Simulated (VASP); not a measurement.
A run of VASP 6.6.1:

The input INCAR:

```
ALGO     = Normal         # electronic algorithm
EDIFF    = 1E-6           # SCF threshold, eV
ENCUT    = 520            # plane-wave cutoff, eV
GGA      = PE             # functional
ISIF     = 2              # what is computed and relaxed
ISMEAR   = 0              # smearing method
IVDW     = 12             # dispersion correction
LASPH    = T              # aspherical terms in the spheres
LCHARG   = F              # write CHGCAR
LREAL    = F              # projectors in reciprocal space
LWAVE    = F              # write WAVECAR
NBANDS   = 14             # bands
NELM     = 100            # most SCF steps
PREC     = Accurate       # precision mode
SIGMA    = 0.02           # smearing width, eV
```

File KPOINTS:

```
k-points
0
Gamma
  8 8 8
```

Contents of POSCAR:

```
NaF
1.0
    0.0000000000      2.3146309913      2.3146309913
    2.3146309913      0.0000000000      2.3146309913
    2.3146309913      2.3146309913      0.0000000000
Na F
1 1
Direct
    0.0000000000      0.0000000000      0.0000000000
    0.5000000000      0.5000000000      0.5000000000
```

Potentials or basis: VASP PAW PBE potentials, release 64 (Na_pv, F).

Run with:

```sh
$ cat potpaw_PBE.64/Na_pv/POTCAR potpaw_PBE.64/F/POTCAR > POTCAR
$ mpirun -np 1 vasp_std > vasp.out
```

Hardware: 1 thread of Intel(R) Xeon(R) Platinum 8488C (Sapphire Rapids), on a shared host.

Q: Estimate the wall time of this run.

A: Wall time 4.7 s on 1 thread of Intel(R) Xeon(R) Platinum 8488C (Sapphire Rapids), with other jobs on the host, peak memory 0.14 GiB. Counts: scf iterations 12, k points 29.
